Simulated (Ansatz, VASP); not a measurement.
SnGe2: VASP beside Ansatz

```
CELL_PARAMETERS angstrom
4.13506 0.00000 0.00000
0.00000 4.13506 0.00000
0.00000 0.00000 4.31090
ATOMIC_POSITIONS crystal
Sn 0.50000 0.50000 0.00000
Ge 0.00000 0.50000 0.50000
Ge 0.50000 0.00000 0.50000
```

Alike in both runs: functional PBE; k mesh 4 × 4 × 4; occupations gaussian, width 0.1 eV; no spin polarisation.

Ansatz relaxed the structure, and its values are those at the end. VASP's run is a single point on that final structure, the one shown.

|  | VASP | Ansatz |
| --- | --- | --- |
| version | VASP 6.6.1 | Ansatz 0.2.0 |
| potentials or method | VASP PAW PBE potentials, release 64 (Sn_d, Ge_d), cutoff 520 eV | scalar-relativistic, plane waves, PAW |
| valence electrons in the cell | 42 | 42 |

|  | VASP | Ansatz | Ansatz less VASP |
| --- | --- | --- | --- |
| gap on the k mesh at the Fermi level (eV) | none | none | - |
| pressure (GPa) | 0.1 | 0.0 | -0.05 |

A gap of «none» marks a metal or a gap that the smearing closes.

The k mesh is coarse, so the values compare programs but aren't converged.
